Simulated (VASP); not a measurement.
# Pt8Se15 (a cell with a defect) in VASP: single point with PBE

Aim: the single point of Pt8Se15 (a cell with a defect) with PBE.

Program: VASP 6.6.1. These are calculated values, not measurements. Logs are shortened: lines on timing, memory, paths and dates and some standing lists are left out, and cuts for length are marked.

## Step 1: The cell of the first run

The cell holds a defect, 23 atoms: a = 7.530 Å, b = 7.530 Å, c = 10.163 Å, α = 90.00°, β = 90.00°, γ = 120.00°.

## Step 2: Single point, PBE

INCAR reads:

```
SYSTEM = Pt8Se15
  PREC = Accurate
  ENCUT = 520
  EDIFF = 1E-6
  ISMEAR = 1
  SIGMA = 0.15
  LREAL = Auto
  LASPH = .True.
  NELM = 80
  ALGO = Normal
  ISIF = 2
  LWAVE = .False.
  LCHARG = .False.
  GGA = PE
  NBANDS = 102
```

KPOINTS reads:

```
regular mesh
0
Gamma
  2 2 2
  0 0 0
```

POSCAR reads:

```
Pt8Se15
1.0
    7.5301619300     -0.0000000400      0.0000000000
   -3.7650800000      6.5213120800      0.0000000000
    0.0000000000      0.0000000000     10.1632320000
Se Pt
15 8
Direct
    0.1695048286      0.3384708445      0.1217113808
    0.3354474273      0.1674255119      0.3746289566
    0.3347775023      0.1671942701      0.8719502812
    0.1695015470      0.8306546199      0.1217092161
    0.3335852269      0.6665023787      0.3754118769
    0.1668904268      0.8331809519      0.6303838188
    0.1668833881      0.3331025996      0.6303819494
    0.6669140102      0.3332424518      0.1256942673
    0.8326660977      0.1674167744      0.3746229546
    0.6669204839      0.3331656268      0.6287408376
    0.8329508284      0.1671928931      0.8719444759
    0.6616823813      0.8306494092      0.1217126599
    0.8326556889      0.6646366529      0.3746274807
    0.6670110196      0.8332077901      0.6303772265
    0.8329506021      0.6653736211      0.8719535282
    0.0002249750     -0.0000751383     -0.0016824372
    0.0002681871     -0.0001685244      0.5014825992
    0.0019329643      0.5007802050      0.0004867546
    0.0002736659      0.4998349964      0.5023067465
    0.4993660832     -0.0017971813      0.0004814413
    0.5002478606     -0.0001935163      0.5023133389
    0.4993783601      0.5007749943      0.0004929534
    0.5002403725      0.4998414399      0.5023144212
```

Potentials or basis: VASP PAW PBE potentials, release 64 (Se, Pt).

Started as:

```console
cat potpaw_PBE.64/Se/POTCAR potpaw_PBE.64/Pt/POTCAR > POTCAR
mpirun -np 1 vasp_std > vasp.out
```

OUTCAR:

```text
SYSTEM = Pt8Se15
   PREC = Accurate
   ENCUT = 520
   EDIFF = 1E-6
   ISMEAR = 1
   LREAL = Auto
   LASPH = .True.
   NELM = 80
   ISIF = 2
   GGA = PE

 ion  position               nearest neighbor table
   1  0.170  0.338  0.122-  22 2.48  18 2.48  16 2.54
   2  0.335  0.167  0.375-  23 2.53  21 2.53  17 2.54
   3  0.335  0.167  0.872-  16 2.53  20 2.54  22 2.54
   4  0.170  0.831  0.122-  20 2.48  18 2.48  16 2.54
   5  0.334  0.667  0.375-  21 2.53  19 2.53  23 2.53
   6  0.167  0.833  0.630-  19 2.53  21 2.53  17 2.54
   7  0.167  0.333  0.630-  19 2.53  23 2.53  17 2.54
   8  0.667  0.333  0.126-  18 2.53  20 2.53  22 2.53
   9  0.833  0.167  0.375-  19 2.53  21 2.53  17 2.54
  10  0.667  0.333  0.629-  23 2.53  21 2.53  19 2.53
  11  0.833  0.167  0.872-  16 2.53  20 2.54  18 2.54
  12  0.662  0.831  0.122-  22 2.48  20 2.48  16 2.54
  13  0.833  0.665  0.375-  19 2.53  23 2.53  17 2.54
  14  0.667  0.833  0.630-  21 2.53  23 2.53  17 2.54
  15  0.833  0.665  0.872-  16 2.53  18 2.54  22 2.54
  16  0.000  1.000  0.998-  11 2.53  15 2.53   3 2.53  12 2.54   4 2.54   1 2.54
  17  0.000  1.000  0.501-  14 2.54   7 2.54   6 2.54   2 2.54   9 2.54  13 2.54
  18  0.002  0.501  0.000-   4 2.48   1 2.48   8 2.53  15 2.54  11 2.54
  19  0.000  0.500  0.502-  10 2.53  13 2.53   9 2.53   5 2.53   7 2.53   6 2.53
  20  0.499  0.998  0.000-   4 2.48  12 2.48   8 2.53   3 2.54  11 2.54
  21  0.500  1.000  0.502-  10 2.53   2 2.53   9 2.53   5 2.53  14 2.53   6 2.53
  22  0.499  0.501  0.000-   1 2.48  12 2.48   8 2.53  15 2.54   3 2.54
  23  0.500  0.500  0.502-  10 2.53   2 2.53  13 2.53   5 2.53   7 2.53  14 2.53

  LATTYP: Found a hexagonal cell.
 ALAT       =     7.5301619300
 C/A-ratio  =     1.3496697806

  Lattice vectors:

 A1 = (   7.5301619300,  -0.0000000400,   0.0000000000)
 A2 = (  -3.7650800000,   6.5213120800,   0.0000000000)
 A3 = (   0.0000000000,   0.0000000000,  10.1632320000)

Analysis of symmetry for initial positions (statically):
=====================================================================
 Subroutine PRICEL returns:
 Original cell was already a primitive cell.

 Routine SETGRP: Setting up the symmetry group for a
 hexagonal supercell.

 Subroutine GETGRP returns: Found  1 space group operations
 (whereof  1 operations were pure point group operations)
 out of a pool of 24 trial point group operations.

The static configuration has the point symmetry C_1 .

Analysis of symmetry for dynamics (positions and initial velocities):
=====================================================================
 Subroutine PRICEL returns:
 Original cell was already a primitive cell.

 Routine SETGRP: Setting up the symmetry group for a
 hexagonal supercell.

 Subroutine GETGRP returns: Found  1 space group operations
 (whereof  1 operations were pure point group operations)
 out of a pool of 24 trial point group operations.

The dynamic configuration has the point symmetry C_1 .

 Subroutine INISYM returns: Found  1 space group operations
 (whereof  1 operations are pure point group operations),
 and found     1 'primitive' translations

----------------------------------------------------------------------------------------

                                     Primitive cell

  volume of cell :     499.0811

  direct lattice vectors                    reciprocal lattice vectors
     7.530161930 -0.000000040  0.000000000     0.132799269  0.076671668  0.000000000
    -3.765080000  6.521312080  0.000000000     0.000000001  0.153343375  0.000000000
     0.000000000  0.000000000 10.163232000     0.000000000  0.000000000  0.098393897

  length of vectors
     7.530161930  7.530161927 10.163232000     0.153343375  0.153343375  0.098393897

  position of ions in fractional coordinates (direct lattice)
     0.169504829  0.338470845  0.121711381
     0.335447427  0.167425512  0.374628957
     0.334777502  0.167194270  0.871950281
     0.169501547  0.830654620  0.121709216
     0.333585227  0.666502379  0.375411877
     0.166890427  0.833180952  0.630383819
[... 15 lines left out ...]
     0.499378360  0.500774994  0.000492953
     0.500240373  0.499841440  0.502314421

  ion indices of the primitive-cell ions
   primitive index   ion index
                 1           1
                 2           2
                 3           3
                 4           4
                 5           5
                 6           6
[... 15 lines left out ...]
                22          22
                23          23

----------------------------------------------------------------------------------------

 KPOINTS: regular mesh

Automatic generation of k-mesh.
 Grid dimensions read from file:
 generate k-points for:    2    2    2

 Generating k-lattice:

  Cartesian coordinates                     Fractional coordinates (reciprocal lattice)
     0.066399635  0.038335834  0.000000000     0.500000000  0.000000000  0.000000000
     0.000000000  0.076671687  0.000000000     0.000000000  0.500000000  0.000000000
     0.000000000  0.000000000  0.049196948     0.000000000  0.000000000  0.500000000

  Length of vectors
     0.076671687  0.076671687  0.049196948

  Shift w.r.t. Gamma in fractional coordinates (k-lattice)
     0.000000000  0.000000000  0.000000000

 Subroutine IBZKPT returns following result:
 ===========================================

 Found      8 irreducible k-points:

 Following reciprocal coordinates:
            Coordinates               Weight
  0.000000  0.000000  0.000000      1.000000
  0.500000  0.000000  0.000000      1.000000
 -0.000000  0.500000  0.000000      1.000000
  0.500000  0.500000  0.000000      1.000000
  0.000000  0.000000  0.500000      1.000000
  0.500000  0.000000  0.500000      1.000000
 -0.000000  0.500000  0.500000      1.000000
  0.500000  0.500000  0.500000      1.000000
   k-points           NKPTS =      8   k-points in BZ     NKDIM =      8   number of bands    NBANDS=    102
   number of dos      NEDOS =    301   number of ions     NIONS =     23
   total plane-waves  NPLWV = 250880
   dimension x,y,z NGX =    56 NGY =   56 NGZ =   80
   dimension x,y,z NGXF=   112 NGYF=  112 NGZF=  160
   ions per type =              15   8
   NGX,Y,Z   is equivalent  to a cutoff of  12.36, 12.36, 13.09 a.u.
   NGXF,Y,Z  is equivalent  to a cutoff of  24.73, 24.73, 26.17 a.u.
 SYSTEM =  Pt8Se15
   PREC   = accura    normal or accurate (medium, high low for compatibility)
   ISTART =      0    job   : 0-new  1-cont  2-samecut
   ICHARG =      2    charge: 1-file 2-atom 10-const
   ISPIN  =      1    spin polarized calculation?
   LNONCOLLINEAR =      F non collinear calculations
   LSORBIT =      F    spin-orbit coupling
   LASPH  =      T    aspherical Exc in radial PAW
   ENCUT  =  520.0 eV  38.22 Ry    6.18 a.u.  14.00 14.00 18.90*2*pi/ulx,y,z
   NELM   =     80;   NELMIN=  2; NELMDL= -5     # of ELM steps
   EDIFF  = 0.1E-05   stopping-criterion for ELM
   LREAL  =      T    real-space projection
   EDIFFG = 0.1E-04   stopping-criterion for IOM
   NSW    =      0    number of steps for IOM
   IBRION =     -1    ionic relax: 0-MD 1-quasi-New 2-CG
   NFREE  =      0    steps in history (QN), initial steepest desc. (CG)
   ISIF   =      2    stress and relaxation
   ISYM   =      2    0-nonsym 1-usesym 2-fastsym
   POTIM  = 0.5000    time-step for ionic-motion
   TEBEG  =    0.0;   TEEND  =   0.0 temperature during run
   PSTRESS=    0.0 pullay stress
   NELECT =     170.0000    total number of electrons
   NUPDOWN=      -1.0000    fix difference up-down
   EMIN   =  10.00;   EMAX   =-10.00  energy-range for DOS
   EFERMI =   0.00;   METHOD = LEGACY
   ISMEAR =     1;   SIGMA  =   0.15  broadening in eV -4-tet -1-fermi 0-gaus
   EFERMI_NEDOS =   21; number of points for ismear=-14 and -15
   IALGO  =     38    algorithm
   IMIX   =      4    mixing-type and parameters
     AMIX     =   0.40;   BMIX     =  1.00
     AMIX_MAG =   1.60;   BMIX_MAG =  1.00
  volume/ion in A,a.u.               =      21.70       146.43
  Fermi-wavevector in a.u.,A,eV,Ry     =   1.143319  2.160560 17.785241  1.307178
  Thomas-Fermi vector in A             =   2.280014
   LORBIT       =      0    0 simple, 1 ext, 2 COOP (PROOUT), +10 PAW based schemes
   GGA     = PE    functional components
   LHFCALC =     F    Hartree Fock is set to
   AEXX    =    0.0000 exact exchange contribution
   IVDW    =     0    specifies the selected vdW correction
   LEPSILON=     F    determine dielectric tensor
   LRPA    =     F    only Hartree local field effects (RPA)
 non-spin polarized calculation
 Methfessel and Paxton  Order N= 1 SIGMA  =   0.15
  energy-cutoff  :      520.00
  volume of cell :      499.08
 maximum number of plane-waves:     13456
   NGX = 29   NGY = 29   NGZ = 37

 number of electron     169.9999985 magnetization

 Free energy of the ion-electron system (eV)
  ---------------------------------------------------
  ext. energy  EPLUGINS =         0.00000000
  ---------------------------------------------------
  free energy    TOTEN  =      -108.94964739 eV

  energy without entropy =     -108.91726835  energy(sigma->0) =     -108.93885438

 E-fermi :   5.5847     XC(G=0): -10.2888

 val. band max:        5.5400512824   @ k =   0.5000   0.0000   0.5000
 cond. band min:       5.6203593003   @ k =   0.5000   0.5000   0.0000
 fundamental gap:      0.0803080179
 Fermi energy:         5.5847473261

 k-point     1 :       0.0000    0.0000    0.0000
  band No.  band energies     occupation
      1      -9.6081      2.00000
      2      -9.0235      2.00000
      3      -8.2579      2.00000
      4      -8.1140      2.00000
      5      -8.0642      2.00000
      6      -8.0640      2.00000
[... 89 lines left out ...]
     96       7.4786     -0.00000
     97       7.4788     -0.00000

 k-point     2 :       0.5000    0.0000    0.0000
  band No.  band energies     occupation
      1      -9.0994      2.00000
      2      -8.9491      2.00000
      3      -8.5501      2.00000
      4      -8.4668      2.00000
      5      -8.2060      2.00000
      6      -8.1849      2.00000
[... 589 lines left out ...]
     96       7.2761     -0.00000
     97       7.2905     -0.00000

 k-point     8 :       0.5000    0.5000    0.5000
  band No.  band energies     occupation
      1      -8.9484      2.00000
      2      -8.8905      2.00000
      3      -8.8003      2.00000
      4      -8.6960      2.00000
      5      -8.1885      2.00000
      6      -8.1279      2.00000
[... 89 lines left out ...]
     96       7.2761     -0.00000
     97       7.2905     -0.00000
 [bands above 97 left out]

------------------------ aborting loop because EDIFF is reached ----------------------------------------

  FORCE on cell =-STRESS in cart. coord.  units (eV):
  Direction    XX          YY          ZZ          XY          YZ          ZX
  --------------------------------------------------------------------------------------
  -------------------------------------------------------------------------------------
  Total        2.0218343      2.0214839      3.8855783     -0.0011607      0.0027837     -0.0050692
  in kB        6.4906023      6.4894775     12.4736948     -0.0037261      0.0089363     -0.0162733
  external PRESSURE =       8.4845916 kB  Pullay stress =       0.0000000 kB

 VOLUME and BASIS-vectors are now :
 -----------------------------------------------------------------------------
  energy-cutoff  :      520.00
  volume of cell :      499.08
      direct lattice vectors                 reciprocal lattice vectors
     7.530161930 -0.000000040  0.000000000     0.132799269  0.076671668  0.000000000
    -3.765080000  6.521312080  0.000000000     0.000000001  0.153343375  0.000000000
     0.000000000  0.000000000 10.163232000     0.000000000  0.000000000  0.098393897

 POSITION                                       TOTAL-FORCE (eV/Angst)
 -----------------------------------------------------------------------------------
      0.00203      2.20727      1.23698         0.001728     -0.006410      0.009666
      1.89560      1.09183      3.80744        -0.001834      0.000046      0.002529
      1.89143      1.09033      8.86183        -0.003884     -0.002198      0.002125
     -1.85111      5.41696      1.23696        -0.004356      0.003080      0.011587
      0.00252      4.34647      3.81540         0.000357     -0.000443     -0.000123
     -1.88028      5.43343      6.40674         0.009320     -0.005247     -0.001737
[... 15 lines left out ...]
      1.87494      3.26571      0.00501        -0.018118      0.011316      0.003695
      1.88495      3.25962      5.10514         0.007014     -0.003652     -0.007875
 -----------------------------------------------------------------------------------
    total drift:                                0.010473      0.002770      0.019861

  FREE ENERGIE OF THE ION-ELECTRON SYSTEM (eV)
  ---------------------------------------------------
  free  energy   TOTEN  =      -108.9496473925 eV

  energy  without entropy=     -108.9172683470  energy(sigma->0) =     -108.93885438
```

Wall time 8.8 min (1 thread of Intel Xeon Platinum 8375C at 2.90GHz (Ice Lake), shared host); peak memory 0.66 GiB.

Results:

- Free energy: -108.9496 eV
- Pressure: 0.8 GPa
- Largest force: 0.028 eV/Å
- Band gap on the k mesh: zero (bands 85 and 86 overlap by 0.31 eV)

Forces in eV/Å, atoms in the order of the input:
```
Se   0.002 -0.006  0.010
Se  -0.002  0.000  0.003
Se  -0.004 -0.002  0.002
Se  -0.004  0.003  0.012
Se   0.000  0.000  0.000
Se   0.009 -0.005 -0.002
Se  -0.001  0.013 -0.003
Se  -0.001  0.000 -0.028
Se  -0.002  0.001  0.003
Se  -0.002  0.001 -0.010
Se   0.005 -0.003  0.002
Se   0.006  0.002  0.012
Se  -0.001  0.001  0.002
Se  -0.012 -0.007 -0.002
Se   0.000  0.006  0.001
Pt   0.001 -0.001  0.002
Pt   0.002 -0.001  0.004
Pt   0.020  0.011  0.006
Pt  -0.005 -0.004 -0.008
Pt  -0.001 -0.023  0.007
Pt   0.001  0.006 -0.008
Pt  -0.018  0.011  0.004
Pt   0.007 -0.004 -0.008
```

Stress tensor (GPa, compression positive):
```
0.65 0.00 0.00
0.00 0.65 0.00
0.00 0.00 1.25
```

Levels at points of the mesh, in eV from the Fermi level:
```tsv
k point	band 81	band 82	band 83	band 84	band 85	band 86	band 87	band 88	band 89	band 90
(0.00, 0.00, 0.00)	-1.18	-1.01	-1.01	-0.94	0.35	0.35	0.52	0.85	0.85	1.08
(0.50, 0.00, 0.00)	-1.11	-1.05	-0.93	-0.75	-0.36	0.04	0.09	0.53	0.61	0.72
(0.00, 0.50, 0.00)	-1.11	-1.05	-0.93	-0.75	-0.36	0.04	0.09	0.53	0.61	0.72
(0.50, 0.50, 0.00)	-1.11	-1.05	-0.93	-0.75	-0.36	0.04	0.09	0.53	0.61	0.72
(0.00, 0.00, 0.50)	-1.38	-1.08	-1.08	-0.81	-0.07	0.31	0.31	1.46	1.49	1.50
(0.50, 0.00, 0.50)	-1.33	-1.14	-1.09	-0.32	-0.04	0.04	0.22	0.36	0.40	0.68
(0.00, 0.50, 0.50)	-1.33	-1.14	-1.09	-0.32	-0.04	0.04	0.22	0.36	0.40	0.68
(0.50, 0.50, 0.50)	-1.33	-1.14	-1.09	-0.32	-0.04	0.04	0.22	0.36	0.40	0.68
```

Caveat: the k points lie up to 0.48 Å⁻¹ apart; spin-orbit coupling is left out, which moves the levels of the heavy elements.
